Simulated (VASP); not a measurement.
## MgO: vibrations by perturbation theory with PBEsol

MgO:

```
CELL_PARAMETERS angstrom
0.00000 2.01910 2.01910
2.01910 0.00000 2.01910
2.01910 2.01910 0.00000
ATOMIC_POSITIONS crystal
Mg 0.00000 0.00000 0.00000
O 0.50000 0.50000 0.50000
```

```yaml
Program: VASP 6.6.1
Task: vibrations by perturbation theory
Functional: PBEsol
Potentials_or_basis: VASP PAW PBE potentials, release 64 (Mg, O)
Cutoff: 520 eV
k_mesh: 10 × 10 × 10
Occupations: gaussian, width 0.01 eV
Spin: no spin polarisation
Dipole_correction: no
Further_INCAR_settings: ALGO = Normal; EDIFF = 1e-08; IBRION = 8; NSW = 1
```

```json
{"Electronic dielectric tensor (diagonal)": "3.03", "Born charges (mean of the diagonal)": "Mg +1.92; O -1.92 e", "Highest phonon frequency at Γ, LO-TO splitting left out": "514 cm⁻¹"}
```

Phonon frequencies in cm⁻¹ (negative: imaginary):
```tsv
q point	frequencies
(0.000, 0.000, 0.000)	0 0 0 514 514 514
```

Electronic dielectric tensor:
```
3.03 0.00 0.00
0.00 3.03 0.00
0.00 0.00 3.03
```

Born effective charge tensors (e):
atom 1, Mg
```
1.92 0.00 0.00
0.00 1.92 0.00
0.00 0.00 1.92
```
atom 2, O
```
-1.92  0.00  0.00
 0.00 -1.92  0.00
 0.00  0.00 -1.92
```

Run time: 99 s on 1 thread of AMD EPYC 7R13 Processor (Zen 3), with other jobs on the host, peak memory 0.15 GiB.

Caveat: the cell stands under pressure or tension, which shifts response properties.
